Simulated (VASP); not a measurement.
# BP (F-43m) in VASP: settings compared

Aim: see how the results for BP move with the level of theory and the settings. Levels: PBE, LDA. Tasks: single point.

Everything below comes from runs of VASP 6.6.1. Logs are shortened: lines on timing, memory, paths and dates and some standing lists are left out, and cuts for length are marked.

### 1 The cell of the first run

Symmetry: F-43m, No. 216, cubic system. Conventional cell: a = 4.538 Å, b = 4.538 Å, c = 4.538 Å, α = 90.00°, β = 90.00°, γ = 90.00°. Within 2.6 Å of P (site symmetry -43m) lie 4 B at 1.97 Å. Within 2.6 Å of B (site symmetry -43m) lie 4 P at 1.97 Å.

### 2 Single point, PBE

Input file INCAR:

```
PREC     = Accurate       # precision mode
ENCUT    = 520            # plane-wave cutoff, eV
EDIFF    = 1E-7           # SCF threshold, eV
ISMEAR   = -1             # smearing method
SIGMA    = 0.04           # smearing width, eV
LREAL    = False          # projectors in reciprocal space
LASPH    = True           # aspherical terms in the spheres
NELM     = 100            # most SCF steps
ALGO     = Normal         # electronic algorithm
ISIF     = 2              # what is computed and relaxed
LWAVE    = False          # write WAVECAR
LCHARG   = True           # write CHGCAR
GGA      = PE             # functional
LELF     = True           # ELF
LVHAR    = True         
NBANDS   = 11             # bands
```

Input file KPOINTS:

```
Automatic mesh
0
Gamma
  6 6 6
```

Input file POSCAR:

```
BP
1.0
    0.0000000000      2.2690000000      2.2690000000
    2.2690000000      0.0000000000      2.2690000000
    2.2690000000      2.2690000000      0.0000000000
P B
1 1
Direct
    0.7500000000      0.7500000000      0.7500000000
    0.0000000000      0.0000000000      0.0000000000
```

Potentials or basis: VASP PAW PBE potentials, release 64 (P, B).

Run with:

```sh
cat potpaw_PBE.64/P/POTCAR potpaw_PBE.64/B/POTCAR > POTCAR
mpirun -np 1 vasp_std > vasp.out
```

OUTCAR:

```text
PREC = Accurate
   ENCUT = 520
   EDIFF = 1E-7
   ISMEAR = -1
   LREAL = False
   LASPH = True
   NELM = 100
   ISIF = 2
   GGA = PE

 ion  position               nearest neighbor table
   1  0.750  0.750  0.750-   2 1.97   2 1.97   2 1.97   2 1.97
   2  0.000  0.000  0.000-   1 1.97   1 1.97   1 1.97   1 1.97

  LATTYP: Found a face centered cubic cell.
 ALAT       =     4.5380000000

  Lattice vectors:

 A1 = (   0.0000000000,   2.2690000000,   2.2690000000)
 A2 = (   2.2690000000,   0.0000000000,   2.2690000000)
 A3 = (   2.2690000000,   2.2690000000,   0.0000000000)

Analysis of symmetry for initial positions (statically):
=====================================================================
 Subroutine PRICEL returns:
 Original cell was already a primitive cell.

 Routine SETGRP: Setting up the symmetry group for a
 face centered cubic supercell.

 Subroutine GETGRP returns: Found 24 space group operations
 (whereof 24 operations were pure point group operations)
 out of a pool of 48 trial point group operations.

The static configuration has the point symmetry T_d .

Analysis of symmetry for dynamics (positions and initial velocities):
=====================================================================
 Subroutine PRICEL returns:
 Original cell was already a primitive cell.

 Routine SETGRP: Setting up the symmetry group for a
 face centered cubic supercell.

 Subroutine GETGRP returns: Found 24 space group operations
 (whereof 24 operations were pure point group operations)
 out of a pool of 48 trial point group operations.

The dynamic configuration has the point symmetry T_d .

 Subroutine INISYM returns: Found 24 space group operations
 (whereof 24 operations are pure point group operations),
 and found     1 'primitive' translations

----------------------------------------------------------------------------------------

                                     Primitive cell

  volume of cell :      23.3633

  direct lattice vectors                    reciprocal lattice vectors
     0.000000000  2.269000000  2.269000000    -0.220361393  0.220361393  0.220361393
     2.269000000  0.000000000  2.269000000     0.220361393 -0.220361393  0.220361393
     2.269000000  2.269000000  0.000000000     0.220361393  0.220361393 -0.220361393

  length of vectors
     3.208850573  3.208850573  3.208850573     0.381677128  0.381677128  0.381677128

  position of ions in fractional coordinates (direct lattice)
     0.750000000  0.750000000  0.750000000
     0.000000000  0.000000000  0.000000000

  ion indices of the primitive-cell ions
   primitive index   ion index
                 1           1
                 2           2

----------------------------------------------------------------------------------------

 KPOINTS: Automatic mesh

Automatic generation of k-mesh.
 Grid dimensions read from file:
 generate k-points for:    6    6    6

 Generating k-lattice:

  Cartesian coordinates                     Fractional coordinates (reciprocal lattice)
    -0.036726899  0.036726899  0.036726899     0.166666667  0.000000000  0.000000000
     0.036726899 -0.036726899  0.036726899     0.000000000  0.166666667  0.000000000
     0.036726899  0.036726899 -0.036726899     0.000000000  0.000000000  0.166666667

  Length of vectors
     0.063612855  0.063612855  0.063612855

  Shift w.r.t. Gamma in fractional coordinates (k-lattice)
     0.000000000  0.000000000  0.000000000

 Subroutine IBZKPT returns following result:
 ===========================================

 Found     16 irreducible k-points:

 Following reciprocal coordinates:
            Coordinates               Weight
  0.000000  0.000000  0.000000      1.000000
  0.166667  0.000000  0.000000      8.000000
  0.333333  0.000000  0.000000      8.000000
  0.500000  0.000000  0.000000      4.000000
  0.166667  0.166667  0.000000      6.000000
  0.333333  0.166667  0.000000     24.000000
[... 8 lines left out ...]
 -0.333333  0.333333  0.166667     24.000000
 -0.333333  0.500000  0.166667     12.000000
   k-points           NKPTS =     16   k-points in BZ     NKDIM =     16   number of bands    NBANDS=     11
   number of dos      NEDOS =    301   number of ions     NIONS =      2
   total plane-waves  NPLWV =  13824
   dimension x,y,z NGX =    24 NGY =   24 NGZ =   24
   dimension x,y,z NGXF=    48 NGYF=   48 NGZF=   48
   ions per type =               1   1
   NGX,Y,Z   is equivalent  to a cutoff of  12.43, 12.43, 12.43 a.u.
   NGXF,Y,Z  is equivalent  to a cutoff of  24.87, 24.87, 24.87 a.u.
 SYSTEM =  unknown system
   PREC   = accura    normal or accurate (medium, high low for compatibility)
   ISTART =      0    job   : 0-new  1-cont  2-samecut
   ICHARG =      2    charge: 1-file 2-atom 10-const
   ISPIN  =      1    spin polarized calculation?
   LNONCOLLINEAR =      F non collinear calculations
   LSORBIT =      F    spin-orbit coupling
   LASPH  =      T    aspherical Exc in radial PAW
   ENCUT  =  520.0 eV  38.22 Ry    6.18 a.u.   5.97  5.97  5.97*2*pi/ulx,y,z
   NELM   =    100;   NELMIN=  2; NELMDL= -5     # of ELM steps
   EDIFF  = 0.1E-06   stopping-criterion for ELM
   LREAL  =      F    real-space projection
   EDIFFG = 0.1E-05   stopping-criterion for IOM
   NSW    =      0    number of steps for IOM
   IBRION =     -1    ionic relax: 0-MD 1-quasi-New 2-CG
   NFREE  =      0    steps in history (QN), initial steepest desc. (CG)
   ISIF   =      2    stress and relaxation
   ISYM   =      2    0-nonsym 1-usesym 2-fastsym
   POTIM  = 0.5000    time-step for ionic-motion
   TEBEG  =    0.0;   TEEND  =   0.0 temperature during run
   PSTRESS=    0.0 pullay stress
   NELECT =       8.0000    total number of electrons
   NUPDOWN=      -1.0000    fix difference up-down
   EMIN   =  10.00;   EMAX   =-10.00  energy-range for DOS
   EFERMI =   0.00;   METHOD = LEGACY
   ISMEAR =    -1;   SIGMA  =   0.04  broadening in eV -4-tet -1-fermi 0-gaus
   EFERMI_NEDOS =   21; number of points for ismear=-14 and -15
   IALGO  =     38    algorithm
   IMIX   =      4    mixing-type and parameters
     AMIX     =   0.40;   BMIX     =  1.00
     AMIX_MAG =   1.60;   BMIX_MAG =  1.00
  volume/ion in A,a.u.               =      11.68        78.83
  Fermi-wavevector in a.u.,A,eV,Ry     =   1.145320  2.164342 17.847562  1.311759
  Thomas-Fermi vector in A             =   2.282009
   LORBIT       =      0    0 simple, 1 ext, 2 COOP (PROOUT), +10 PAW based schemes
   GGA     = PE    functional components
   LHFCALC =     F    Hartree Fock is set to
   AEXX    =    0.0000 exact exchange contribution
   IVDW    =     0    specifies the selected vdW correction
   LEPSILON=     F    determine dielectric tensor
   LRPA    =     F    only Hartree local field effects (RPA)
 non-spin polarized calculation
  energy-cutoff  :      520.00
  volume of cell :       23.36
 maximum number of plane-waves:       636
   NGX = 11   NGY = 11   NGZ = 11

 number of electron       8.0000000 magnetization

 Free energy of the ion-electron system (eV)
  ---------------------------------------------------
  ext. energy  EPLUGINS =         0.00000000
  ---------------------------------------------------
  free energy    TOTEN  =       -12.91332670 eV

  energy without entropy =      -12.91332670  energy(sigma->0) =      -12.91332670

 E-fermi :   8.0947     XC(G=0): -10.9043

 val. band max:        7.4390676074   @ k =   0.0000   0.0000   0.0000
 cond. band min:       8.7680399725   @ k =   0.5000   0.5000   0.0000
 fundamental gap:      1.3289723651
 Fermi energy:         8.0947442971

 k-point     1 :       0.0000    0.0000    0.0000
  band No.  band energies     occupation
      1      -8.0235      2.00000
      2       7.4391      2.00000
      3       7.4391      2.00000
      4       7.4391      2.00000
      5      10.8370      0.00000
      6      10.8370      0.00000
      7      10.8370      0.00000
      8      14.8135      0.00000
      9      18.9502      0.00000
     10      19.5638      0.00000
     11      19.5638      0.00000

 k-point     2 :       0.1667    0.0000    0.0000
  band No.  band energies     occupation
      1      -7.5257      2.00000
      2       4.6012      2.00000
      3       6.7735      2.00000
      4       6.7735      2.00000
      5      11.4586      0.00000
      6      11.7426      0.00000
      7      11.7426      0.00000
      8      16.1003      0.00000
      9      18.3768      0.00000
     10      18.3768      0.00000
     11      20.1900      0.00000

 k-point     3 :       0.3333    0.0000    0.0000
  band No.  band energies     occupation
      1      -6.1086      2.00000
      2       0.7062      2.00000
      3       5.9701      2.00000
      4       5.9701      2.00000
      5      11.3361      0.00000
      6      12.2947      0.00000
      7      12.2947      0.00000
      8      17.5455      0.00000
      9      19.3274      0.00000
     10      19.3274      0.00000
     11      20.8662      0.00000

 k-point     4 :       0.5000    0.0000    0.0000
  band No.  band energies     occupation
      1      -4.6994      2.00000
      2      -1.5965      2.00000
      3       5.6807      2.00000
      4       5.6807      2.00000
      5      11.2192      0.00000
      6      12.1494      0.00000
      7      12.1494      0.00000
      8      17.5637      0.00000
      9      22.0621      0.00000
     10      22.0621      0.00000
     11      22.2681      0.00000
[... 127 lines left out ...]
 k-point    14 :       0.5000    0.3333    0.1667
  band No.  band energies     occupation
      1      -4.8857      2.00000
      2       0.9115      2.00000
      3       2.4315      2.00000
      4       4.1737      2.00000
      5      11.4449      0.00000
      6      12.9780      0.00000
      7      13.9103      0.00000
      8      16.9547      0.00000
      9      20.1542      0.00000
     10      21.0047      0.00000
     11      25.1433      0.00000

 k-point    15 :      -0.3333    0.3333    0.1667
  band No.  band energies     occupation
      1      -3.5829      2.00000
      2      -0.6790      2.00000
      3       1.9364      2.00000
      4       3.4624      2.00000
      5      11.9511      0.00000
      6      13.1430      0.00000
      7      16.0462      0.00000
      8      16.6044      0.00000
      9      17.9296      0.00000
     10      22.2670      0.00000
     11      24.9882      0.00000

 k-point    16 :      -0.3333    0.5000    0.1667
  band No.  band energies     occupation
      1      -2.9693      2.00000
      2      -0.7858      2.00000
      3       2.1367      2.00000
      4       2.2604      2.00000
      5      11.2697      0.00000
      6      11.8871      0.00000
      7      16.5645      0.00000
      8      17.2185      0.00000
      9      20.3812      0.00000
     10      23.6354      0.00000
     11      23.9145      0.00000

------------------------ aborting loop because EDIFF is reached ----------------------------------------

  FORCE on cell =-STRESS in cart. coord.  units (eV):
  Direction    XX          YY          ZZ          XY          YZ          ZX
  --------------------------------------------------------------------------------------
  -------------------------------------------------------------------------------------
  Total        0.1502299      0.1502299      0.1502299     -0.0000000     -0.0000000      0.0000000
  in kB       10.3022841     10.3022841     10.3022841     -0.0000000     -0.0000000      0.0000000
  external PRESSURE =      10.3022841 kB  Pullay stress =       0.0000000 kB

 VOLUME and BASIS-vectors are now :
 -----------------------------------------------------------------------------
  energy-cutoff  :      520.00
  volume of cell :       23.36
      direct lattice vectors                 reciprocal lattice vectors
     0.000000000  2.269000000  2.269000000    -0.220361393  0.220361393  0.220361393
     2.269000000  0.000000000  2.269000000     0.220361393 -0.220361393  0.220361393
     2.269000000  2.269000000  0.000000000     0.220361393  0.220361393 -0.220361393

 POSITION                                       TOTAL-FORCE (eV/Angst)
 -----------------------------------------------------------------------------------
      3.40350      3.40350      3.40350         0.000000      0.000000      0.000000
      0.00000      0.00000      0.00000        -0.000000     -0.000000     -0.000000
 -----------------------------------------------------------------------------------
    total drift:                               -0.000000     -0.000000     -0.000000

  FREE ENERGIE OF THE ION-ELECTRON SYSTEM (eV)
  ---------------------------------------------------
  free  energy   TOTEN  =       -12.9133267017 eV

  energy  without entropy=      -12.9133266986  energy(sigma->0) =      -12.91332670
```

Run time: 3.3 s. Hardware: 1 thread of Intel Xeon Platinum 8488C (Sapphire Rapids), shared host; peak memory 0.13 GiB.

Results:

| Quantity | Value |
| --- | --- |
| Free energy | -12.9133 eV |
| Pressure | 1.0 GPa |
| Band gap on the k mesh | 1.33 eV, indirect (least direct gap 3.40 eV) |

A k mesh can miss the band edges. PBE gaps usually lie below the measured ones, often by a third to a half.

### 3 Single point, LDA

This run uses another cell than the first one, of 11.32 Å³/atom, 0.969 times its volume.

Input file INCAR:

```
SYSTEM = BP
ALGO = Normal
EDIFF = 1E-6
ENCUT = 520
ISIF = 2
ISMEAR = -1
LASPH = .True.
LCHARG = .True.
LELF = .True.
LREAL = .False.
LVHAR = .True.
LWAVE = .False.
NBANDS = 11
NELM = 80
PREC = Accurate
SIGMA = 0.05
```

Input file KPOINTS:

```
k-points
0
Gamma
  10 10 10
  0 0 0
```

Input file POSCAR:

```
BP
1.0
    0.0000000000      2.2451698187      2.2451698187
    2.2451698187      0.0000000000      2.2451698187
    2.2451698187      2.2451698187      0.0000000000
P B
1 1
Direct
    0.7500000000      0.7500000000      0.7500000000
    0.0000000000      0.0000000000      0.0000000000
```

Potentials or basis: VASP PAW LDA potentials, release 64 (P, B).

Run with:

```sh
cat potpaw_LDA.64/P/POTCAR potpaw_LDA.64/B/POTCAR > POTCAR
mpirun -np 1 vasp_std > vasp.out
```

Wall time 4.7 s (1 thread of Intel Xeon Platinum 8488C (Sapphire Rapids), shared host); peak memory 0.12 GiB.

Results (log left out):

| Property | Result |
| --- | --- |
| Free energy | -14.3994 eV |
| Pressure | -0.1 GPa |
| Band gap on the k mesh | 1.15 eV, indirect (least direct gap 3.43 eV) |

Levels at points of the mesh, in eV from the valence-band top:
```tsv
k point	band 2	band 3	band 4	band 5	band 6	band 7
(0.00, 0.00, 0.00)	0.00	0.00	0.00	3.43	3.43	3.43
(0.50, 0.00, 0.00)	-9.24	-1.79	-1.79	3.97	4.70	4.70
(0.50, 0.50, 0.00)	-8.65	-4.22	-4.22	1.24	1.53	12.30
```
